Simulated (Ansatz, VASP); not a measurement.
**Two plane-wave programs on Pd**

```
Pd
1.0
     2.75050    0.00000    0.00000
     0.00000    2.75050    0.00000
     0.00000    0.00000    3.88980
Pd
2
Cartesian
  0.0000 0.0000 0.0000
  1.3753 1.3753 1.9449
```

Alike in both runs: task relaxation of cell and atoms; functional revPBE; k mesh 11 × 11 × 8; occupations fermi-dirac, width 0.05 eV; collinear spin.

|  | VASP | Ansatz |
| --- | --- | --- |
| version | VASP 6.6.1 | Ansatz 0.2.0 |
| potentials or method | VASP PAW PBE potentials, release 64 (Pd), cutoff 600 eV | plane waves (420 eV) with PAW, scalar-relativistic |
| valence electrons in the cell | 20 | 36 |

VASP gave:

| Quantity | Value |
| --- | --- |
| net moment per atom (μB) | 0.00 |
| relaxed volume (Å³/atom) | 15.61 |
| relaxed cell length with the largest relative difference (Å) | 2.806 |

Problem. Which values does Ansatz return?

Solution. net moment per atom (μB): 0.00; relaxed volume (Å³/atom): 15.65; relaxed cell length with the largest relative difference (Å): 2.810.

VASP's potentials were made for PBE, not for revPBE. VASP's potentials hold 20 valence electrons a cell and Ansatz's 36, so a difference there can come from the potentials and not from the codes. Ansatz's warnings: seeded moment not kept.
